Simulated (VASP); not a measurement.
Au: single point with LDA

Crystal: Au.

```
Au
1.0
     0.00000    2.03500    2.03500
     2.03500    0.00000    2.03500
     2.03500    2.03500    0.00000
Au
1
Cartesian
  0.0000 0.0000 0.0000
```

```
Program                : VASP 6.6.1
Task                   : single point
Functional             : LDA
Potentials or basis    : VASP PAW LDA potentials, release 64 (Au)
Cutoff                 : 520 eV
k mesh                 : 11 × 11 × 11
Occupations            : fermi-dirac, width 0.05 eV
Spin                   : no spin polarisation
Dipole correction      : no
Further INCAR settings : ALGO = Normal; EDIFF = 1e-07; NBANDS = 12
```

```yaml
Pressure: -2.6 GPa
```

Levels at points of the mesh, in eV from the Fermi level:
```
           k point  band 4  band 5  band 6  band 7  band 8  band 9
(0.00, 0.00, 0.00)   -4.77   -3.21   -3.21   14.47   18.48   18.48
```

Run time: 14 s on 1 thread of AMD EPYC 7R13, on a shared host, peak memory 0.14 GiB.

Caveat: spin-orbit coupling is left out, which moves the levels of the heavy elements.
